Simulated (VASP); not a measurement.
A run of VASP 6.6.1 is set up as follows.

The input INCAR:

```
ALGO     = Normal         # electronic algorithm
EDIFF    = 1E-7           # SCF threshold, eV
ENCUT    = 520            # plane-wave cutoff, eV
GGA      = CA             # functional
ISIF     = 2              # what is computed and relaxed
ISMEAR   = 0              # smearing method
LASPH    = True           # aspherical terms in the spheres
LCHARG   = False          # write CHGCAR
LREAL    = False          # projectors in reciprocal space
LWAVE    = False          # write WAVECAR
NBANDS   = 11             # bands
NELM     = 60             # most SCF steps
PREC     = Accurate       # precision mode
SIGMA    = 0.05           # smearing width, eV
```

Contents of KPOINTS:

```
k-points
0
Gamma
  12 12 12
```

The input POSCAR:

```
Si
1.0
    0.0000000000      2.5818627711      3.0972025802
    2.5818627711      0.0000000000      3.0972025802
    2.5818627711      2.5818627711      0.0000000000
Si
2
Direct
    0.5000000000      0.5000000000      0.5000000000
    0.7500000000      0.7500000000      0.7500000000
```

Potentials or basis: VASP PAW LDA potentials, release 64 (Si).

The run is started by

```console
$ cat potpaw_LDA.64/Si/POTCAR > POTCAR
$ mpirun -np 1 vasp_std > vasp.out
```

Q: Predict the pressure.

A: -4.8 GPa.

Q: Predict the band gap on the k mesh.

A: Zero (band 4 reaches 6.04 eV, above the bottom of band 5 at 5.56 eV).

Stress tensor (GPa, compression positive):
```
  2.26   0.00   0.00
  0.00   2.26   0.00
  0.00   0.00 -19.00
```
